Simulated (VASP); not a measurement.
HfBiBr2:

```
Hf Bi Br
1.0
     6.01124    0.00000    0.00000
     0.00000    6.01124    0.00000
     0.00000    0.00000    2.70422
Hf Bi Br
1 1 2
Direct
  0.00000 0.00000 0.00000
  0.50000 0.50000 0.50000
  0.50000 0.00000 0.00000
  0.00000 0.50000 0.00000
```

```yaml
Program: VASP 6.6.1
Task: relaxation of cell and atoms
Functional: PBE
Potentials_or_basis: VASP PAW PBE potentials, release 64 (Hf_pv, Bi_d, Br)
Cutoff: 600 eV
k_mesh: 4 × 4 × 6
Occupations: gaussian, width 0.1 eV
Spin: no spin polarisation
```

At the start: pressure 13.3 GPa; volume 24.43 Å³/atom.

Question: Where does the relaxation end?

Answer: Over 9 steps the energy falls by 620.0 meV/atom and the volume is 26.28 Å³/atom (+7.6 %); space group P4/mmm (No. 123, to 0.1 Å) before and after.

Step by step:
```tsv
step	energy change (eV)	largest force (eV/Å)	pressure (GPa)	volume (Å³)
1	0.0000	0.0000	13.26	97.72
2	-1.6979	0.0000	-4.96	127.96
3	-1.7464	0.0000	-3.86	123.32
4	-2.2512	0.0000	-3.62	115.90
5	-2.4568	0.0000	-1.65	109.26
6	-2.4597	0.0000	-1.28	108.50
7	-2.4590	0.0000	-1.43	108.81
8	-2.4798	0.0000	0.22	104.88
9	-2.4799	0.0000	0.11	105.11
```

Final structure:
```yaml
crystal:
  lattice:
    - [5.52383, 0.00000, 0.00000]
    - [0.00000, 5.52383, 0.00000]
    - [0.00000, 0.00000, 3.44470]
  atoms:
    - { symbol: Hf, position: [0.00000, 0.00000, 0.00000] }
    - { symbol: Bi, position: [0.50000, 0.50000, 0.50000] }
    - { symbol: Br, position: [0.50000, 0.00000, 0.00000] }
    - { symbol: Br, position: [0.00000, 0.50000, 0.00000] }
```

Caveat: the k points lie up to 0.30 Å⁻¹ apart in the final cell, too coarse for converged energies and pressures of a metal; a cell axis changed by over 15 % at a fixed basis, so the end point is rough; an odd number of electrons without spin polarisation forces a metal; a magnetic or distorted state may lie lower.
